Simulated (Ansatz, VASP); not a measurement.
## NbSi: VASP beside Ansatz

```
Nb Si
1.0
     3.15644    0.00000    0.00000
     0.00000    3.15644    0.00000
     0.00000    0.00000    3.15644
Nb Si
1 1
Direct
  0.00000 0.00000 0.00000
  0.50000 0.50000 0.50000
```

Alike in both runs: task single point; functional HSE06; k mesh 4 × 4 × 4; occupations fermi-dirac, width 0.05 eV; non-collinear spin, spin-orbit coupling.

|  | VASP | Ansatz |
| --- | --- | --- |
| version | VASP 6.6.1 | Ansatz 0.2.0 |
| potentials or method | VASP PAW PBE potentials, release 64 (Nb_sv, Si) | Ansatz PAW |
| plane-wave cutoff (eV) | 520 | 420 |
| valence electrons in the cell | 17 | 17 |

VASP gave:

| Quantity | Value |
| --- | --- |
| pressure (GPa) | -2.0 |
| net moment per atom (μB) | 0.25 |

Which values does Ansatz return?

Pressure (GPa): -1.3; net moment per atom (μB): 0.00.

The net moments are unlike, so the other rows may belong to different states.

The k mesh is coarse, so the values compare programs but aren't converged.
